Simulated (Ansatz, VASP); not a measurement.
**Cu3N: VASP beside Ansatz**

INCAR

```
PREC = Accurate ; ENCUT = 600
EDIFF = 1E-6 ; ISMEAR = -1
SIGMA = 0.05 ; LREAL = False
LASPH = True ; NELM = 120
ALGO = Normal ; ISIF = 2
LWAVE = False ; LCHARG = False
GGA = PS ; NBANDS = 27
GGA_COMPAT = False
```

Contents of KPOINTS:

```
Automatic mesh
0
Gamma
  5 5 5
```

POSCAR

```
Cu3N
1.0
    3.7814488946      0.0000000000      0.0000000000
    0.0000000000      3.7814488946      0.0000000000
    0.0000000000      0.0000000000      3.7814488946
Cu N
3 1
Direct
    0.5000000000      0.0000000000      0.0000000000
    0.0000000000      0.5000000000      0.0000000000
    0.0000000000      0.0000000000      0.5000000000
    0.0000000000      0.0000000000      0.0000000000
```

Input for Ansatz:

```yaml
crystal:
  lattice:
    - [3.7814488945598757, 0.0, 0.0]
    - [0.0, 3.7814488945598757, 0.0]
    - [0.0, 0.0, 3.7814488945598757]
  atoms:
    - { symbol: Cu, position: [0.5, 0.0, 0.0] }
    - { symbol: Cu, position: [0.0, 0.5, 0.0] }
    - { symbol: Cu, position: [0.0, 0.0, 0.5] }
    - { symbol: "N", position: [0.0, 0.0, 0.0] }
basis:
  ecutwfc: 500.0
kpoints:
  mp_grid:
    grid: [5, 5, 5]
hamiltonian:
  xc: pbesol
  pseudopotentials:
    kind: paw
scf:
  occupations:
    method: fermi_dirac
    width: 0.05
output:
  stress: true
```

Alike in both runs: task single point; functional PBEsol; k mesh 5 × 5 × 5; occupations fermi-dirac, width 0.05 eV; no spin polarisation.

|  | VASP | Ansatz |
| --- | --- | --- |
| version | VASP 6.6.1 | Ansatz 0.2.0 |
| potentials or method | VASP PAW PBE potentials, release 64 (Cu, N), cutoff 600 eV | plane waves, PAW |
| valence electrons in the cell | 38 | 62 |

```tsv
	VASP	Ansatz	Ansatz less VASP
pressure (GPa)	-1.2	-1.9	-0.72
```

VASP's potentials were made for PBE, not for PBEsol. VASP's potentials hold 38 valence electrons a cell and Ansatz's 62, so a difference there can come from the potentials and not from the codes.
